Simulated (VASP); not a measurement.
LiH, 2 atoms in the cell. It takes space group F-43m (No. 216, cubic). The conventional cell has a = 4.272 Å, b = 4.272 Å, c = 4.272 Å, α = 90.00°, β = 90.00°, γ = 90.00°. Li (site symmetry -43m) has 4 H at 1.85 Å within 2.5 Å. H (site symmetry -43m) has 4 Li at 1.85 Å within 2.5 Å. 

```yaml
Program: VASP 6.6.1
Task: single point
Functional: HSE06
Potentials_or_basis: VASP PAW PBE potentials, release 64 (Li_sv, H)
Cutoff: 520 eV
k_mesh: 6 × 6 × 6
Occupations: fermi-dirac, width 0.02 eV
Spin: no spin polarisation
Dipole_correction: no
Grid_for_exact_exchange_PRECFOCK: Normal
Further_INCAR_settings: ALGO = Normal; EDIFF = 1e-07; NBANDS = 9
Screening_parameter: 0.2079 1/Å
```

Potentials or basis: VASP PAW PBE potentials, release 64 (Li_sv, H).

Launch:

```sh
$ cat potpaw_PBE.64/Li_sv/POTCAR potpaw_PBE.64/H/POTCAR > POTCAR
$ cp INCAR.step1 INCAR
$ mpirun -np 1 vasp_std > vasp.out
$ cp INCAR.step2 INCAR
$ mpirun -np 1 vasp_std > vasp.out
```

Hardware: 1 thread of Intel(R) Xeon(R) Platinum 8488C (Sapphire Rapids), on a shared host.

**Question.** Estimate the wall time of this run.

**Answer.** Wall time 100 s on 1 thread of Intel(R) Xeon(R) Platinum 8488C (Sapphire Rapids) (shared host), peak memory 0.23 GiB. Counts: k points 16.
